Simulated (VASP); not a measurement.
Runs of VASP 6.6.1 on Ir. The structure is that of space group Fm-3m (No. 225), or close to it. The cells are those of the table. 

| task | cell | k mesh | cutoff (eV) | gap on the mesh (eV) | pressure (GPa) |
| --- | --- | --- | --- | --- | --- |
| single point | a = 2.839 Å, angles 60.0°, 1 atom | 8 × 8 × 8 | 520 | none | -36.8 |
| single point | a = 2.708 Å, angles 60.0°, 1 atom | 18 × 18 × 18 | 520 | none | 1.0 |
| relaxation of cell and atoms | relaxed from a = 2.712 Å, angles 60.0°, 1 atom | 18 × 18 × 18 | 600 | none | 0.0 |
| single point | a = 2.712 Å, angles 60.0°, 1 atom | 8 × 8 × 8 | 520 | none | (a) |

Alike in all rows: level PBEsol; potentials or basis VASP PAW PBE potentials, release 64 (Ir); no spin polarisation; smearing gaussian 0.1 eV.

Task: Estimate the missing entries.

Result: (a) 0.9.

Caveats: the PAW data sets were made with another functional, which shifts forces and pressure a little; spin-orbit coupling is left out, which moves the levels of the heavy elements.

A k mesh can miss the band edges, and the runs leave out spin-orbit coupling on Ir.

A gap of «none» marks levels without a gap at the run's occupations.
